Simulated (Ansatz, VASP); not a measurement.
**One calculation of Be, two programs**

```xyz
2
Lattice="2.2648 0.0000 0.0000 -1.1324 1.9614 0.0000 0.0000 0.0000 3.5741" Properties=species:S:1:pos:R:3 pbc="T T T"
Be   -0.0297    1.3004    2.7055
Be    1.1555    0.6533    0.8597
```

Alike in both runs: task single point; functional PBE; k mesh 12 × 12 × 6; occupations gaussian, width 0.1 eV; no spin polarisation.

|  | VASP | Ansatz |
| --- | --- | --- |
| version | VASP 6.6.1 | Ansatz 0.2.0 |
| potentials or method | VASP PAW PBE potentials, release 64 (Be), cutoff 520 eV | scalar-relativistic, plane waves, PAW |
| valence electrons in the cell | 4 | 4 |

Ansatz gave:

- gap on the k mesh at the Fermi level (eV): none
- pressure (GPa): -0.2
- traceless stress, the component that is largest in VASP (GPa): 1.10
- rms of the force components (eV/Å): 0.280

**Question.** What did VASP give for the same quantities?

**Answer.** gap on the k mesh at the Fermi level (eV): none; pressure (GPa): 0.0; traceless stress, the component that is largest in VASP (GPa): 1.10; rms of the force components (eV/Å): 0.283.

Atom by atom the forces differ by 0.003 eV/Å (rms over components). A gap of «none» marks a metal or a gap that the smearing closes. The functional is the same, so the differences come from potentials, cutoffs and numerics.
